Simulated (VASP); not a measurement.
Wanted: the native input for a VASP 6.6.1 run.

```
Task                   : single point
Functional             : PBEsol
Potentials or basis    : VASP PAW PBE potentials, release 64 (Ba_sv, Be)
Cutoff                 : 520 eV
k mesh                 : 12 × 12 × 12
Occupations            : gaussian, width 0.1 eV
Spin                   : no spin polarisation
Dipole correction      : no
Further INCAR settings : ALGO = Normal; EDIFF = 1e-06; NBANDS = 13
```

The structure of BaBe lies in POSCAR:

```
BaBe
1.0
    4.4328111048      0.0000000000      0.0000000000
   -2.2164055524      3.8389270270      0.0000000000
    0.0000000000      0.0000000000      4.0100718505
Ba Be
1 1
Direct
    0.3333333333      0.6666666667      0.0000000000
    0.6666666667      0.3333333333      0.5000000000
```

The input as run:

INCAR

```
SYSTEM = BaBe
  ALGO = Normal
  EDIFF = 1E-6
  ENCUT = 520
  GGA = PS
  ISIF = 2
  ISMEAR = 0
  LASPH = .True.
  LCHARG = .False.
  LREAL = .False.
  LWAVE = .False.
  NBANDS = 13
  NELM = 100
  PREC = Accurate
  SIGMA = 0.1
```

KPOINTS

```
k-points
0
Gamma
  12 12 12
  0 0 0
```

Potentials or basis: VASP PAW PBE potentials, release 64 (Ba_sv, Be).

Command:

```console
$ cat potpaw_PBE.64/Ba_sv/POTCAR potpaw_PBE.64/Be/POTCAR > POTCAR
$ mpirun -np 1 vasp_std > vasp.out
```

It gave:

```
Pressure               : 0.2 GPa
Band gap on the k mesh : zero (bands 6 and 7 overlap by 0.91 eV)
```

Caveat: the PAW data sets were made with another functional, which shifts forces and pressure a little; spin-orbit coupling is left out, which moves the levels of the heavy elements.

Run time: 29 s on 1 thread of Intel(R) Xeon(R) 6975P-C (Granite Rapids), with other jobs on the host, peak memory 0.28 GiB.
